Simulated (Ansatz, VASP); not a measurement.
Two plane-wave programs on GaSbTe2S

Contents of INCAR:

```
  PREC = Accurate
  ENCUT = 600
  EDIFF = 1E-7
  ISMEAR = 0
  SIGMA = 0.1
  LREAL = F
  LASPH = T
  NELM = 60
  ALGO = Normal
  ISIF = 3
  LWAVE = F
  LCHARG = F
  GGA = PE
  IBRION = 2
  NSW = 90
  EDIFFG = -0.04
```

Contents of KPOINTS:

```
regular mesh
0
Gamma
  4 2 2
```

POSCAR

```
GaSbTe2S
1.0
    4.1885995742      0.0000000000      0.0000000000
   -0.0289668395      7.8092028846      0.0000000000
   -1.6653025997     -0.0852260944     10.1572161316
Ga Sb Te S
2 2 4 2
Direct
    0.3087338833      0.4110757057      0.0439204456
    0.3109056924      0.0937966684      0.0441789761
    0.9612779624      0.4955114296      0.4712793402
    0.9604547588      0.9987669811      0.4727362112
    0.8678146158      0.9807216873      0.1809611539
    0.8659264102      0.5260253378      0.1829287511
    0.2956502288      0.9280394344      0.8118918282
    0.2840280958      0.5721736138      0.8122988812
    0.5699155055      0.7468841910      0.4803260147
    0.5752928471      0.2470049508      0.4994783978
```

Input for Ansatz:

```yaml
crystal:
  lattice:
    - [4.1885995742, 0.0, 0.0]
    - [-0.0289668395, 7.8092028846, 0.0]
    - [-1.6653025997, -0.0852260944, 10.1572161316]
  atoms:
    - { symbol: Ga, position: [0.3087338833, 0.4110757057, 0.0439204456] }
    - { symbol: Ga, position: [0.3109056924, 0.0937966684, 0.0441789761] }
    - { symbol: Sb, position: [0.9612779624, 0.4955114296, 0.4712793402] }
    - { symbol: Sb, position: [0.9604547588, 0.9987669811, 0.4727362112] }
    - { symbol: Te, position: [0.8678146158, 0.9807216873, 0.1809611539] }
    - { symbol: Te, position: [0.8659264102, 0.5260253378, 0.1829287511] }
    - { symbol: Te, position: [0.2956502288, 0.9280394344, 0.8118918282] }
    - { symbol: Te, position: [0.2840280958, 0.5721736138, 0.8122988812] }
    - { symbol: S, position: [0.5699155055, 0.746884191, 0.4803260147] }
    - { symbol: S, position: [0.5752928471, 0.2470049508, 0.4994783978] }
basis:
  ecutwfc: 420
kpoints:
  mp_grid: { grid: [4, 2, 2] }
hamiltonian:
  xc: pbe
scf:
  occupations: { method: gaussian, width: 0.1 }
  lower_state_search: "off"
output:
  forces: true
  stress: true
  eigenvalues: true
relax:
  adjacent_minimum: "off"
  f_tol: 0.04
  max_steps: 70
  cell: { stress_tol: 0.4 }
```

Change from the starting cell: the structure that the rattled cell fell into.

Alike in both runs: task relaxation of cell and atoms; functional PBE; k mesh 4 × 2 × 2; occupations gaussian, width 0.1 eV; no spin polarisation.

```csv
,VASP,Ansatz
version,VASP 6.6.1,Ansatz 0.2.0
potentials or method,"VASP PAW PBE potentials, release 64 (Ga_d, Sb, Te, S), cutoff 600 eV","scalar-relativistic, plane waves, PAW"
valence electrons in the cell,72,132
```

```tsv
	VASP	Ansatz	Ansatz less VASP
gap on the k mesh at the Fermi level, each at its own relaxed structure (eV)	none	none	-
relaxed volume (Å³/atom)	33.23	33.19	-0.039
relaxed length of the cell vector where the two differ most in proportion (Å)	4.164	4.190	+0.0258
```

A gap of «none» marks a metal or a gap that the smearing closes. VASP's potentials hold 72 valence electrons a cell and Ansatz's 132, so a difference there can come from the potentials and not from the codes.

The k mesh is coarse, so the values compare programs but aren't converged. Spin-orbit coupling is off throughout.
